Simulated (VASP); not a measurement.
Write the native input for VASP 6.6.1 that does the following.

| Property | Result |
| --- | --- |
| Task | electric field gradients |
| Functional | PBE |
| Potentials or basis | VASP PAW PBE potentials, release 64 (B, P) |
| Cutoff | 420 eV |
| k mesh | 15 × 15 × 15 |
| Occupations | fermi-dirac, width 0.05 eV |
| Spin | no spin polarisation |
| Dipole correction | no |
| Further INCAR settings | ALGO = Normal; EDIFF = 1e-08; NBANDS = 11 |

The structure of BP lies in POSCAR:

```
BP
1.0
    0.0000000000      2.2466447751      2.3143800000
    2.2466447751      0.0000000000      2.3143800000
    2.2466447751      2.2466447751      0.0000000000
B P
1 1
Direct
    0.0000000000      0.0000000000      0.0000000000
    0.7500000000      0.7500000000      0.7500000000
```

This cell differs from its parent crystal: z stretched by +2 % at fixed volume.

One way to write it, as run:

INCAR

```
PREC = Accurate ; ENCUT = 420
EDIFF = 1E-8 ; ISMEAR = -1
SIGMA = 0.05 ; LREAL = False
LASPH = True ; NELM = 120
ALGO = Normal ; ISIF = 2
LWAVE = False ; LCHARG = False
GGA = PE ; LEFG = True
NBANDS = 11 ; GGA_COMPAT = False
```

KPOINTS

```
Automatic mesh
0
Gamma
  15 15 15
```

Potentials or basis: VASP PAW PBE potentials, release 64 (B, P).

Command:

```bash
$ cat potpaw_PBE.64/B/POTCAR potpaw_PBE.64/P/POTCAR > POTCAR
$ mpirun -np 1 vasp_std > vasp.out
```

It gave:

```json
{
  "Pressure": "0.9 GPa",
  "Band gap on the k mesh": "1.02 eV (least direct gap 3.25 eV)",
  "Largest electric field gradient by atom": "B +0.2; P +1.5 V/Å²"
}
```

Caveat: the stress differs along the axes, from -5 to 4 GPa; without QUAD_EFG the Cq values of the log hold for a quadrupole moment of 1 mb, not for the nuclei.

Wall time 71 s on 1 thread of Intel Xeon 8259CL, on a shared host, peak memory 0.17 GiB.
